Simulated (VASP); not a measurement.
# TaSi2 (P4/mmm) in VASP: single point with PBE

Aim: the single point of TaSi2 with PBE.

Everything below comes from runs of VASP 6.6.1. Logs are shortened: lines on timing, memory, paths and dates and some standing lists are left out, and cuts for length are marked.

### Step 1. The cell of the first run

The structure is tetragonal, space group P4/mmm (No. 123). Conventional cell: a = 3.576 Å, b = 3.576 Å, c = 5.022 Å, α = 90.00°, β = 90.00°, γ = 90.00°. Within 3.3 Å of Ta (site symmetry 4/mmm) lie 6 Si at 2.51 to 2.53 Å. Si (site symmetry 4/mmm) has 2 Ta at 2.51 Å within 3.3 Å. Within 3.3 Å of Si (site symmetry 4/mmm) lie 4 Ta at 2.53 Å.

The cell was built from a structure type or drawn by symmetry, and may not be a known phase.

### Step 2. Single point, PBE

File INCAR:

```
PREC = Accurate ; ENCUT = 500
EDIFF = 1E-6 ; ISMEAR = 0
SIGMA = 0.2 ; LREAL = False
LASPH = True ; NELM = 120
ALGO = Normal ; ISIF = 2
LWAVE = False ; LCHARG = False
GGA = PE ; NBANDS = 16
GGA_COMPAT = False
```

File KPOINTS:

```
regular mesh
0
Gamma
  6 6 5
```

File POSCAR:

```
TaSi2
1.0
    3.5755585384      0.0000000000      0.0000000000
    0.0000000000      3.5755585384      0.0000000000
    0.0000000000      0.0000000000      5.0219849121
Ta Si
1 2
Direct
    0.5000000000      0.5000000000      0.0000000000
    0.5000000000      0.5000000000      0.5000000000
    0.0000000000      0.0000000000      0.0000000000
```

Potentials or basis: VASP PAW PBE potentials, release 64 (Ta_pv, Si).

Launch:

```sh
$ cat potpaw_PBE.64/Ta_pv/POTCAR potpaw_PBE.64/Si/POTCAR > POTCAR
$ mpirun -np 1 vasp_std > vasp.out
```

OUTCAR:

```text
PREC = Accurate
   ENCUT = 500
   EDIFF = 1E-6
   ISMEAR = 0
   LREAL = False
   LASPH = True
   NELM = 120
   ISIF = 2
   GGA = PE

 ion  position               nearest neighbor table
   1  0.500  0.500  0.000-   2 2.51   2 2.51   3 2.53   3 2.53   3 2.53   3 2.53
   2  0.500  0.500  0.500-   1 2.51   1 2.51
   3  0.000  0.000  0.000-   1 2.53   1 2.53   1 2.53   1 2.53

  LATTYP: Found a simple tetragonal cell.
 ALAT       =     3.5755585384
 C/A-ratio  =     1.4045315880

  Lattice vectors:

 A1 = (   3.5755585384,   0.0000000000,   0.0000000000)
 A2 = (   0.0000000000,   3.5755585384,   0.0000000000)
 A3 = (   0.0000000000,   0.0000000000,   5.0219849121)

Analysis of symmetry for initial positions (statically):
=====================================================================
 Subroutine PRICEL returns:
 Original cell was already a primitive cell.

 Routine SETGRP: Setting up the symmetry group for a
 simple tetragonal supercell.

 Subroutine GETGRP returns: Found 16 space group operations
 (whereof 16 operations were pure point group operations)
 out of a pool of 16 trial point group operations.

The static configuration has the point symmetry D_4h.

Analysis of symmetry for dynamics (positions and initial velocities):
=====================================================================
 Subroutine PRICEL returns:
 Original cell was already a primitive cell.

 Routine SETGRP: Setting up the symmetry group for a
 simple tetragonal supercell.

 Subroutine GETGRP returns: Found 16 space group operations
 (whereof 16 operations were pure point group operations)
 out of a pool of 16 trial point group operations.

The dynamic configuration has the point symmetry D_4h.

 Subroutine INISYM returns: Found 16 space group operations
 (whereof 16 operations are pure point group operations),
 and found     1 'primitive' translations

----------------------------------------------------------------------------------------

                                     Primitive cell

  volume of cell :      64.2042

  direct lattice vectors                    reciprocal lattice vectors
     3.575558538  0.000000000  0.000000000     0.279676585  0.000000000  0.000000000
     0.000000000  3.575558538  0.000000000     0.000000000  0.279676585  0.000000000
     0.000000000  0.000000000  5.021984912     0.000000000  0.000000000  0.199124453

  length of vectors
     3.575558538  3.575558538  5.021984912     0.279676585  0.279676585  0.199124453

  position of ions in fractional coordinates (direct lattice)
     0.500000000  0.500000000  0.000000000
     0.500000000  0.500000000  0.500000000
     0.000000000  0.000000000  0.000000000

  ion indices of the primitive-cell ions
   primitive index   ion index
                 1           1
                 2           2
                 3           3

----------------------------------------------------------------------------------------

 KPOINTS: regular mesh

Automatic generation of k-mesh.
 Grid dimensions read from file:
 generate k-points for:    6    6    5

 Generating k-lattice:

  Cartesian coordinates                     Fractional coordinates (reciprocal lattice)
     0.046612764  0.000000000  0.000000000     0.166666667  0.000000000  0.000000000
     0.000000000  0.046612764  0.000000000     0.000000000  0.166666667  0.000000000
     0.000000000  0.000000000  0.039824891     0.000000000  0.000000000  0.200000000

  Length of vectors
     0.046612764  0.046612764  0.039824891

  Shift w.r.t. Gamma in fractional coordinates (k-lattice)
     0.000000000  0.000000000  0.000000000

 Subroutine IBZKPT returns following result:
 ===========================================

 Found     30 irreducible k-points:

 Following reciprocal coordinates:
            Coordinates               Weight
  0.000000  0.000000  0.000000      1.000000
  0.166667  0.000000  0.000000      4.000000
  0.333333  0.000000  0.000000      4.000000
  0.500000  0.000000  0.000000      2.000000
  0.166667  0.166667  0.000000      4.000000
  0.333333  0.166667  0.000000      8.000000
[... 16 lines left out ...]
  0.333333  0.000000  0.400000      8.000000
  0.500000  0.000000  0.400000      4.000000
 [... further k-points ...]
   k-points           NKPTS =     30   k-points in BZ     NKDIM =     30   number of bands    NBANDS=     16
   number of dos      NEDOS =    301   number of ions     NIONS =      3
   total plane-waves  NPLWV =  31360
   dimension x,y,z NGX =    28 NGY =   28 NGZ =   40
   dimension x,y,z NGXF=    56 NGYF=   56 NGZF=   80
   ions per type =               1   2
   NGX,Y,Z   is equivalent  to a cutoff of  13.02, 13.02, 13.24 a.u.
   NGXF,Y,Z  is equivalent  to a cutoff of  26.04, 26.04, 26.48 a.u.
 SYSTEM =  unknown system
   PREC   = accura    normal or accurate (medium, high low for compatibility)
   ISTART =      0    job   : 0-new  1-cont  2-samecut
   ICHARG =      2    charge: 1-file 2-atom 10-const
   ISPIN  =      1    spin polarized calculation?
   LNONCOLLINEAR =      F non collinear calculations
   LSORBIT =      F    spin-orbit coupling
   LASPH  =      T    aspherical Exc in radial PAW
   ENCUT  =  500.0 eV  36.75 Ry    6.06 a.u.   6.52  6.52  9.16*2*pi/ulx,y,z
   NELM   =    120;   NELMIN=  2; NELMDL= -5     # of ELM steps
   EDIFF  = 0.1E-05   stopping-criterion for ELM
   LREAL  =      F    real-space projection
   EDIFFG = 0.1E-04   stopping-criterion for IOM
   NSW    =      0    number of steps for IOM
   IBRION =     -1    ionic relax: 0-MD 1-quasi-New 2-CG
   NFREE  =      0    steps in history (QN), initial steepest desc. (CG)
   ISIF   =      2    stress and relaxation
   ISYM   =      2    0-nonsym 1-usesym 2-fastsym
   POTIM  = 0.5000    time-step for ionic-motion
   TEBEG  =    0.0;   TEEND  =   0.0 temperature during run
   PSTRESS=    0.0 pullay stress
   NELECT =      19.0000    total number of electrons
   NUPDOWN=      -1.0000    fix difference up-down
   EMIN   =  10.00;   EMAX   =-10.00  energy-range for DOS
   EFERMI =   0.00;   METHOD = LEGACY
   ISMEAR =     0;   SIGMA  =   0.20  broadening in eV -4-tet -1-fermi 0-gaus
   EFERMI_NEDOS =   21; number of points for ismear=-14 and -15
   IALGO  =     38    algorithm
   IMIX   =      4    mixing-type and parameters
     AMIX     =   0.40;   BMIX     =  1.00
     AMIX_MAG =   1.60;   BMIX_MAG =  1.00
  volume/ion in A,a.u.               =      21.40       144.42
  Fermi-wavevector in a.u.,A,eV,Ry     =   1.090950  2.061597 16.193281  1.190173
  Thomas-Fermi vector in A             =   2.227185
   LORBIT       =      0    0 simple, 1 ext, 2 COOP (PROOUT), +10 PAW based schemes
   GGA     = PE    functional components
   LHFCALC =     F    Hartree Fock is set to
   AEXX    =    0.0000 exact exchange contribution
   IVDW    =     0    specifies the selected vdW correction
   LEPSILON=     F    determine dielectric tensor
   LRPA    =     F    only Hartree local field effects (RPA)
 non-spin polarized calculation
 Gauss-broadening in eV      SIGMA  =   0.20
  energy-cutoff  :      500.00
  volume of cell :       64.20
 maximum number of plane-waves:      1659
 NGX is ok and might be reduce to    28
   NGX = 13   NGY = 13   NGZ = 19

 number of electron      19.0000002 magnetization

 Free energy of the ion-electron system (eV)
  ---------------------------------------------------
  ext. energy  EPLUGINS =         0.00000000
  ---------------------------------------------------
  free energy    TOTEN  =       -21.18227336 eV

  energy without entropy =      -21.15443075  energy(sigma->0) =      -21.16835206

 E-fermi :   4.9482     XC(G=0): -10.0566

 val. band max:        4.8447214573   @ k =   0.0000   0.0000   0.4000
 cond. band min:       4.9917574242   @ k =   0.1667   0.0000   0.4000
 fundamental gap:      0.1470359669
 Fermi energy:         4.9482261913

 k-point     1 :       0.0000    0.0000    0.0000
  band No.  band energies     occupation
      1     -29.2634      2.00000
      2     -29.2634      2.00000
      3     -29.2325      2.00000
      4      -5.3842      2.00000
      5      -2.1663      2.00000
      6       2.0917      2.00000
[... 8 lines left out ...]
     15       8.6565      0.00000
     16       8.6773      0.00000

 k-point     2 :       0.1667    0.0000    0.0000
  band No.  band energies     occupation
      1     -29.2901      2.00000
      2     -29.2611      2.00000
      3     -29.2304      2.00000
      4      -5.0209      2.00000
      5      -1.9881      2.00000
      6       2.1474      2.00000
[... 8 lines left out ...]
     15       9.0483      0.00000
     16       9.6775      0.00000

 k-point     3 :       0.3333    0.0000    0.0000
  band No.  band energies     occupation
      1     -29.3430      2.00000
      2     -29.2563      2.00000
      3     -29.2261      2.00000
      4      -4.0231      2.00000
      5      -1.7535      2.00000
      6       1.0132      2.00000
[... 8 lines left out ...]
     15       9.6562      0.00000
     16      12.2666      0.00000

 k-point     4 :       0.5000    0.0000    0.0000
  band No.  band energies     occupation
      1     -29.3692      2.00000
      2     -29.2540      2.00000
      3     -29.2239      2.00000
      4      -2.9463      2.00000
      5      -2.2587      2.00000
      6       0.4611      2.00000
[... 8 lines left out ...]
     15       9.9499      0.00000
     16      11.1735      0.00000
[... 324 lines left out ...]
 k-point    22 :       0.1667    0.0000    0.4000
  band No.  band energies     occupation
      1     -29.2901      2.00000
      2     -29.2610      2.00000
      3     -29.2343      2.00000
      4      -4.3756      2.00000
      5      -2.6432      2.00000
      6       1.8045      2.00000
[... 8 lines left out ...]
     15      10.0935      0.00000
     16      11.6262      0.00000

 k-point    23 :       0.3333    0.0000    0.4000
  band No.  band energies     occupation
      1     -29.3429      2.00000
      2     -29.2563      2.00000
      3     -29.2300      2.00000
      4      -3.2887      2.00000
      5      -2.0286      2.00000
      6       0.7375      2.00000
[... 8 lines left out ...]
     15      11.5320      0.00000
     16      11.9857      0.00000

 k-point    24 :       0.5000    0.0000    0.4000
  band No.  band energies     occupation
      1     -29.3691      2.00000
      2     -29.2539      2.00000
      3     -29.2278      2.00000
      4      -1.9977      2.00000
      5      -1.8638      2.00000
      6      -0.3862      2.00000
[... 8 lines left out ...]
     15      11.0049      0.00000
     16      11.1635      0.00000

 [... further k-points ...]

------------------------ aborting loop because EDIFF is reached ----------------------------------------

  FORCE on cell =-STRESS in cart. coord.  units (eV):
  Direction    XX          YY          ZZ          XY          YZ          ZX
  --------------------------------------------------------------------------------------
  -------------------------------------------------------------------------------------
  Total        0.0403497      0.0403497      0.0596591      0.0000000      0.0000000     -0.0000000
  in kB        1.0069040      1.0069040      1.4887580      0.0000000      0.0000000     -0.0000000
  external PRESSURE =       1.1675220 kB  Pullay stress =       0.0000000 kB

 VOLUME and BASIS-vectors are now :
 -----------------------------------------------------------------------------
  energy-cutoff  :      500.00
  volume of cell :       64.20
      direct lattice vectors                 reciprocal lattice vectors
     3.575558538  0.000000000  0.000000000     0.279676585  0.000000000  0.000000000
     0.000000000  3.575558538  0.000000000     0.000000000  0.279676585  0.000000000
     0.000000000  0.000000000  5.021984912     0.000000000  0.000000000  0.199124453

 POSITION                                       TOTAL-FORCE (eV/Angst)
 -----------------------------------------------------------------------------------
      1.78778      1.78778      0.00000         0.000000      0.000000      0.000000
      1.78778      1.78778      2.51099         0.000000      0.000000      0.000000
      0.00000      0.00000      0.00000         0.000000      0.000000      0.000000
 -----------------------------------------------------------------------------------
    total drift:                                0.000000      0.000000     -0.000000

  FREE ENERGIE OF THE ION-ELECTRON SYSTEM (eV)
  ---------------------------------------------------
  free  energy   TOTEN  =       -21.1822733557 eV

  energy  without entropy=      -21.1544307546  energy(sigma->0) =      -21.16835206
```

Run time: 16 s. Hardware: 1 thread of AMD EPYC 9R45 (Zen 5), shared host; peak memory 0.16 GiB.

Results:

```
Free energy            : -21.1823 eV
Pressure               : 0.1 GPa
Band gap on the k mesh : zero (an odd number of electrons rules out a gap without spin polarisation)
```

Caveat: spin-orbit coupling is left out, which moves the levels of the heavy elements.
